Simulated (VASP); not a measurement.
# Ir (Fm-3m) in VASP: settings compared

The runs below take Ir through band structure, vibrations by perturbation theory, single point, with r2SCAN, PBEsol, revPBE+U.

Program: VASP 6.6.1. These are calculated values, not measurements. Logs are shortened: lines on timing, memory, paths and dates and some standing lists are left out, and cuts for length are marked.

**1. The cell of the first run**

Symmetry: Fm-3m, No. 225, cubic system. Conventional cell: a = 3.831 Å, b = 3.831 Å, c = 3.831 Å, α = 90.00°, β = 90.00°, γ = 90.00°. Ir (site symmetry m-3m) has 12 Ir at 2.71 Å within 3.6 Å.

**2. Band structure, r2SCAN**

File INCAR:

```
  METAGGA = R2SCAN
  ISMEAR = 0
  SIGMA = 0.04
  LWAVE = False
  LCHARG = False
  NBANDS = 29
  PREC = Accurate
  LASPH = True
  LREAL = False
  ALGO = Normal
  EDIFF = 1E-6
  NELM = 120
  GGA_COMPAT = False
  ENCUT = 500
  LMAXMIX = 4
  LMIXTAU = True
```

File KPOINTS:

```
Automatic mesh
0
Gamma
  28 28 28
  0 0 0
```

File KPOINTS_OPT:

```
path GXWKGLUWLK,UX
12
line-mode
reciprocal
 0.0000000000  0.0000000000  0.0000000000  G
 0.5000000000  0.0000000000  0.5000000000  X

 0.5000000000  0.0000000000  0.5000000000  X
 0.5000000000  0.2500000000  0.7500000000  W

 0.5000000000  0.2500000000  0.7500000000  W
 0.3750000000  0.3750000000  0.7500000000  K

 0.3750000000  0.3750000000  0.7500000000  K
 0.0000000000  0.0000000000  0.0000000000  G

 0.0000000000  0.0000000000  0.0000000000  G
 0.5000000000  0.5000000000  0.5000000000  L

 0.5000000000  0.5000000000  0.5000000000  L
 0.6250000000  0.2500000000  0.6250000000  U

 0.6250000000  0.2500000000  0.6250000000  U
 0.5000000000  0.2500000000  0.7500000000  W

 0.5000000000  0.2500000000  0.7500000000  W
 0.5000000000  0.5000000000  0.5000000000  L

 0.5000000000  0.5000000000  0.5000000000  L
 0.3750000000  0.3750000000  0.7500000000  K

 0.6250000000  0.2500000000  0.6250000000  U
 0.5000000000  0.0000000000  0.5000000000  X
```

File POSCAR:

```
Ir
1.0
    0.0000000000      1.9156000000      1.9156000000
    1.9156000000      0.0000000000      1.9156000000
    1.9156000000      1.9156000000      0.0000000000
Ir
1
Direct
    0.0000000000      0.0000000000      0.0000000000
```

Potentials or basis: VASP PAW PBE potentials, release 64 (Ir).

Command:

```bash
> cat potpaw_PBE.64/Ir/POTCAR > POTCAR
> mpirun -np 1 vasp_std > vasp.out
```

OUTCAR:

```text
METAGGA = R2SCAN
   ISMEAR = 0
   PREC = Accurate
   LASPH = True
   LREAL = False
   EDIFF = 1E-6
   NELM = 120
   ENCUT = 500

 ion  position               nearest neighbor table
   1  0.000  0.000  0.000-

  LATTYP: Found a face centered cubic cell.
 ALAT       =     3.8312000000

  Lattice vectors:

 A1 = (   0.0000000000,   1.9156000000,   1.9156000000)
 A2 = (   1.9156000000,   0.0000000000,   1.9156000000)
 A3 = (   1.9156000000,   1.9156000000,   0.0000000000)

Analysis of symmetry for initial positions (statically):
=====================================================================
 Subroutine PRICEL returns:
 Original cell was already a primitive cell.

 Routine SETGRP: Setting up the symmetry group for a
 face centered cubic supercell.

 Subroutine GETGRP returns: Found 48 space group operations
 (whereof 48 operations were pure point group operations)
 out of a pool of 48 trial point group operations.

The static configuration has the point symmetry O_h .

Analysis of symmetry for dynamics (positions and initial velocities):
=====================================================================
 Subroutine PRICEL returns:
 Original cell was already a primitive cell.

 Routine SETGRP: Setting up the symmetry group for a
 face centered cubic supercell.

 Subroutine GETGRP returns: Found 48 space group operations
 (whereof 48 operations were pure point group operations)
 out of a pool of 48 trial point group operations.

The dynamic configuration has the point symmetry O_h .

 Subroutine INISYM returns: Found 48 space group operations
 (whereof 48 operations are pure point group operations),
 and found     1 'primitive' translations

----------------------------------------------------------------------------------------

                                     Primitive cell

  volume of cell :      14.0587

  direct lattice vectors                    reciprocal lattice vectors
     0.000000000  1.915600000  1.915600000    -0.261014826  0.261014826  0.261014826
     1.915600000  0.000000000  1.915600000     0.261014826 -0.261014826  0.261014826
     1.915600000  1.915600000  0.000000000     0.261014826  0.261014826 -0.261014826

  length of vectors
     2.709067500  2.709067500  2.709067500     0.452090940  0.452090940  0.452090940

  position of ions in fractional coordinates (direct lattice)
     0.000000000  0.000000000  0.000000000

[... 74 lines left out ...]
   NELM   =    120;   NELMIN=  2; NELMDL= -5     # of ELM steps
   EDIFF  = 0.1E-05   stopping-criterion for ELM
   LREAL  =      F    real-space projection
   EDIFFG = 0.1E-04   stopping-criterion for IOM
   NSW    =      0    number of steps for IOM
   IBRION =     -1    ionic relax: 0-MD 1-quasi-New 2-CG
   NFREE  =      0    steps in history (QN), initial steepest desc. (CG)
   ISIF   =      2    stress and relaxation
   ISYM   =      2    0-nonsym 1-usesym 2-fastsym
   POTIM  = 0.5000    time-step for ionic-motion
   TEBEG  =    0.0;   TEEND  =   0.0 temperature during run

   SCALEE = 1.0000    scale energy and forces
   PSTRESS=    0.0 pullay stress
   NELECT =       9.0000    total number of electrons
   NUPDOWN=      -1.0000    fix difference up-down
   EMIN   =  10.00;   EMAX   =-10.00  energy-range for DOS
   EFERMI =   0.00;   METHOD = LEGACY
   ISMEAR =     0;   SIGMA  =   0.04  broadening in eV -4-tet -1-fermi 0-gaus
   EFERMI_NEDOS =   21; number of points for ismear=-14 and -15
   IALGO  =     38    algorithm
   IMIX   =      4    mixing-type and parameters
     AMIX     =   0.40;   BMIX     =  1.00
     AMIX_MAG =   1.60;   BMIX_MAG =  1.00
  volume/ion in A,a.u.               =      14.06        94.87
  Fermi-wavevector in a.u.,A,eV,Ry     =   1.410937  2.666284 27.085691  1.990742
  Thomas-Fermi vector in A             =   2.532839
   LORBIT       =      0    0 simple, 1 ext, 2 COOP (PROOUT), +10 PAW based schemes
   METAGGA = R2SCAN    functional components
   LHFCALC =     F    Hartree Fock is set to
   AEXX    =    0.0000 exact exchange contribution
   IVDW    =     0    specifies the selected vdW correction
   LEPSILON=     F    determine dielectric tensor
   LRPA    =     F    only Hartree local field effects (RPA)

   CSHIFT  =0.1000    complex shift for real part using Kramers Kronig

   OMEGAMAX=  -1.0    maximum frequency
 non-spin polarized calculation
 Gauss-broadening in eV      SIGMA  =   0.04
  energy-cutoff  :      500.00
  volume of cell :       14.06
 maximum number of plane-waves:       368
   NGX =  9   NGY =  9   NGZ =  9

 number of electron       9.0000000 magnetization

 Free energy of the ion-electron system (eV)
  ---------------------------------------------------
  ext. energy  EPLUGINS =         0.00000000
  ---------------------------------------------------
  free energy    TOTEN  =       -52.36086281 eV

  energy without entropy =      -52.35998398  energy(sigma->0) =      -52.36042340

 E-fermi :  10.2700     XC(G=0): -15.3721

 val. band max:       10.2700313108   @ k =  -0.3214   0.2500   0.0714
 cond. band min:      10.2788713463   @ k =  -0.2500   0.3571   0.1071
 fundamental gap:      0.0088400354
 Fermi energy:        10.2700335868

 k-point     1 :       0.0000    0.0000    0.0000
  band No.  band energies     occupation
      1      -1.3119      2.00000
      2       6.2450      2.00000
      3       6.2450      2.00000
      4       6.2450      2.00000
      5       8.9852      2.00000
      6       8.9852      2.00000
[... 433 lines left out ...]
      3       6.4823      2.00000
      4       6.5772      2.00000
      5       9.6269      2.00000
      6      10.0258      2.00000
[... 8 lines left out ...]
     15      42.9156      0.00000
     16      43.0246      0.00000

 [... further k-points ...]

 [bands above 16 left out]

------------------------ aborting loop because EDIFF is reached ----------------------------------------

  FORCE on cell =-STRESS in cart. coord.  units (eV):
  Direction    XX          YY          ZZ          XY          YZ          ZX
  --------------------------------------------------------------------------------------
  -------------------------------------------------------------------------------------
  Total        0.5648247      0.5648247      0.5648247      0.0000000     -0.0000000     -0.0000000
  in kB       64.3694475     64.3694475     64.3694475      0.0000000     -0.0000000     -0.0000000
  external PRESSURE =      64.3694475 kB  Pullay stress =       0.0000000 kB

 VOLUME and BASIS-vectors are now :
 -----------------------------------------------------------------------------
  energy-cutoff  :      500.00
  volume of cell :       14.06
      direct lattice vectors                 reciprocal lattice vectors
     0.000000000  1.915600000  1.915600000    -0.261014826  0.261014826  0.261014826
     1.915600000  0.000000000  1.915600000     0.261014826 -0.261014826  0.261014826
     1.915600000  1.915600000  0.000000000     0.261014826  0.261014826 -0.261014826

 POSITION                                       TOTAL-FORCE (eV/Angst)
 -----------------------------------------------------------------------------------
      0.00000      0.00000      0.00000         0.000000      0.000000      0.000000
 -----------------------------------------------------------------------------------
    total drift:                                0.000000      0.000000      0.000000

  FREE ENERGIE OF THE ION-ELECTRON SYSTEM (eV)
  ---------------------------------------------------
  free  energy   TOTEN  =       -52.3608628127 eV

  energy  without entropy=      -52.3599839803  energy(sigma->0) =      -52.36042340
```

OSZICAR:

```text
N       E                     dE             d eps       ncg     rms          rms(c)
DAV:   1     0.212337879439E+02    0.21234E+02   -0.32574E+03 36997   0.284E+02
DAV:   2    -0.518899816999E+02   -0.73124E+02   -0.64870E+02 41488   0.111E+02
[... 12 lines left out ...]
DAV:  15    -0.523608628127E+02   -0.68811E-06   -0.21555E-06 40574   0.605E-03
   1 F= -.52360863E+02 E0= -.52360423E+02  d E =-.878832E-03
       N       E                     dE             ncg
DAV:   1     0.204465780719E+05   -0.30313E+05     7088
DAV:   2     0.120948882354E+05   -0.83517E+04     8043
DAV:   3     0.117543825205E+05   -0.34051E+03     7939
DAV:   4     0.117534725689E+05   -0.90995E+00     7582
DAV:   5     0.117534718020E+05   -0.76687E-03     7814
DAV:   6     0.117534718008E+05   -0.11810E-05     6804
DAV:   7     0.117534718008E+05   -0.55590E-07     6620
```

Wall time 6.7 min (1 thread of Intel Xeon 6975P-C (Granite Rapids), shared host); peak memory 0.39 GiB.

Results:

```
Free energy             : -52.3609 eV
Pressure                : 6.4 GPa
Band gap along the path : zero within the smearing
```

Levels at the corners of the path, in eV from the Fermi level:
| point | band 1 | band 2 | band 3 | band 4 | band 5 | band 6 | band 7 | band 8 |
| --- | --- | --- | --- | --- | --- | --- | --- | --- |
| Γ | -11.58 | -4.02 | -4.02 | -4.02 | -1.28 | -1.28 | 15.11 | 21.01 |
| X | -8.27 | -7.68 | 0.87 | 1.60 | 1.60 | 1.80 | 11.18 | 12.38 |
| X | -8.27 | -7.68 | 0.87 | 1.60 | 1.60 | 1.80 | 11.18 | 12.38 |
| W | -6.54 | -5.09 | -5.09 | -1.89 | 1.61 | 8.79 | 9.55 | 9.55 |
| W | -6.54 | -5.09 | -5.09 | -1.89 | 1.61 | 8.79 | 9.55 | 9.55 |
| K | -7.26 | -6.25 | -3.00 | -0.96 | 0.70 | 6.82 | 8.10 | 12.10 |
| K | -7.26 | -6.25 | -3.00 | -0.96 | 0.70 | 6.82 | 8.10 | 12.10 |
| Γ | -11.58 | -4.02 | -4.02 | -4.02 | -1.28 | -1.28 | 15.11 | 21.01 |
| Γ | -11.58 | -4.02 | -4.02 | -4.02 | -1.28 | -1.28 | 15.11 | 21.01 |
| L | -8.47 | -4.18 | -4.18 | -0.70 | 0.96 | 0.96 | 7.75 | 14.73 |
| L | -8.47 | -4.18 | -4.18 | -0.70 | 0.96 | 0.96 | 7.75 | 14.73 |
| U | -7.26 | -6.25 | -3.00 | -0.96 | 0.70 | 6.82 | 8.10 | 12.10 |
| U | -7.26 | -6.25 | -3.00 | -0.96 | 0.70 | 6.82 | 8.10 | 12.10 |
| W | -6.54 | -5.09 | -5.09 | -1.89 | 1.61 | 8.79 | 9.55 | 9.55 |
| W | -6.54 | -5.09 | -5.09 | -1.89 | 1.61 | 8.79 | 9.55 | 9.55 |
| L | -8.47 | -4.18 | -4.18 | -0.70 | 0.96 | 0.96 | 7.75 | 14.73 |
| L | -8.47 | -4.18 | -4.18 | -0.70 | 0.96 | 0.96 | 7.75 | 14.73 |
| K | -7.26 | -6.25 | -3.00 | -0.96 | 0.70 | 6.82 | 8.10 | 12.10 |
| U | -7.26 | -6.25 | -3.00 | -0.96 | 0.70 | 6.82 | 8.10 | 12.10 |
| X | -8.27 | -7.68 | 0.87 | 1.60 | 1.60 | 1.80 | 11.18 | 12.38 |

Caveat: the cell stands under pressure; the PAW data sets were made with another functional, which shifts forces and pressure a little; spin-orbit coupling is left out, which moves the levels of the heavy elements.

**3. Vibrations by perturbation theory, PBEsol**

File INCAR:

```
PREC     = Accurate       # precision mode
ENCUT    = 500            # plane-wave cutoff, eV
EDIFF    = 1E-8           # SCF threshold, eV
ISMEAR   = 1              # smearing method
SIGMA    = 0.1            # smearing width, eV
LREAL    = False          # projectors in reciprocal space
LASPH    = True           # aspherical terms in the spheres
NELM     = 120            # most SCF steps
ALGO     = Normal         # electronic algorithm
ISIF     = 2              # what is computed and relaxed
LWAVE    = False          # write WAVECAR
LCHARG   = True           # write CHGCAR
GGA      = PS             # functional
IBRION   = 8              # ionic algorithm
NSW      = 1              # ionic steps
GGA_COMPAT= False
```

File KPOINTS:

```
regular mesh
0
Gamma
  10 10 10
```

POSCAR is that of step 2.

Potentials or basis: VASP PAW PBE potentials, release 64 (Ir).

Command:

```bash
> cat potpaw_PBE.64/Ir/POTCAR > POTCAR
> mpirun -np 1 vasp_std > vasp.out
```

OUTCAR:

```text
PREC = Accurate
   ENCUT = 500
   EDIFF = 1E-8
   ISMEAR = 1
   LREAL = False
   LASPH = True
   NELM = 120
   ISIF = 2
   GGA = PS
   IBRION = 8
   NSW = 1

 ion  position               nearest neighbor table
   1  0.000  0.000  0.000-

  LATTYP: Found a face centered cubic cell.
 ALAT       =     3.8312000000

  Lattice vectors:

 A1 = (   0.0000000000,   1.9156000000,   1.9156000000)
 A2 = (   1.9156000000,   0.0000000000,   1.9156000000)
 A3 = (   1.9156000000,   1.9156000000,   0.0000000000)

Analysis of symmetry for initial positions (statically):
[... 501 lines left out ...]
  z     0.00000     0.00000     0.00000     0.00000     0.00000     0.00000

 SECOND DERIVATIVES (NOT SYMMETRIZED)
 ------------------------------------
               1X          1Y          1Z
  1X    -0.002827    0.000000    0.000000
  1Y     0.000000   -0.002827    0.000000
  1Z     0.000000    0.000000   -0.002827

 Eigenvectors and eigenvalues of the dynamical matrix
 ----------------------------------------------------

   1 f  =    0.059951 THz     0.376681 2PiTHz    1.999736 cm-1     0.247936 meV
             X         Y         Z           dx          dy          dz
      0.000000  0.000000  0.000000     1.000000    0.000000    0.000000

   2 f  =    0.059951 THz     0.376681 2PiTHz    1.999736 cm-1     0.247936 meV
             X         Y         Z           dx          dy          dz
      0.000000  0.000000  0.000000     0.000000    1.000000    0.000000

   3 f  =    0.059951 THz     0.376681 2PiTHz    1.999736 cm-1     0.247936 meV
             X         Y         Z           dx          dy          dz
      0.000000  0.000000  0.000000     0.000000    0.000000    1.000000

--------------------------------------------------------------------------------------------------------

 ELASTIC MODULI CONTR FROM IONIC RELAXATION (kBar)
 Direction    XX          YY          ZZ          XY          YZ          ZX
 --------------------------------------------------------------------------------
 XX           0.0000      0.0000      0.0000      0.0000      0.0000      0.0000
 YY           0.0000      0.0000      0.0000      0.0000      0.0000      0.0000
 ZZ           0.0000      0.0000      0.0000      0.0000      0.0000      0.0000
 XY           0.0000      0.0000      0.0000      0.0000      0.0000      0.0000
 YZ           0.0000      0.0000      0.0000      0.0000      0.0000      0.0000
 ZX           0.0000      0.0000      0.0000      0.0000      0.0000      0.0000
 --------------------------------------------------------------------------------
```

stdout:

```text
POSCAR found type information on POSCAR Ir
 POSCAR found :  1 types and       1 ions
 scaLAPACK will be used
 -----------------------------------------------------------------------------
|                                                                             |
|                                                                             |
|     You enforced a specific xc type in the INCAR file but a different       |
|     I HOPE YOU KNOW WHAT YOU ARE DOING!                                     |
|                                                                             |
 -----------------------------------------------------------------------------

 LDA part: xc-table for (Slater+PW92), standard interpolation
 POSCAR, INCAR and KPOINTS ok, starting setup
 FFT: planning ... GRIDC
 FFT: planning ... GRID_SOFT
 FFT: planning ... GRID
 WAVECAR not read
 entering main loop
 Linear response reoptimize wavefunctions to high precision
 Linear response DOF=           1
 Linear response progress:
 first order change of Fermi-energy   0.23365E-03
 force on displaced ion       1 direction 1 :  -0.003   0.000   0.000
 Linear response finished
```

Run time: 26 s. Hardware: 1 thread of Intel Xeon 8259CL, shared host; peak memory 0.15 GiB.

Caveat: the PAW data sets were made with another functional, which shifts forces and pressure a little; spin-orbit coupling is left out, which moves the levels of the heavy elements.

(Continued in part 2 of 2.)
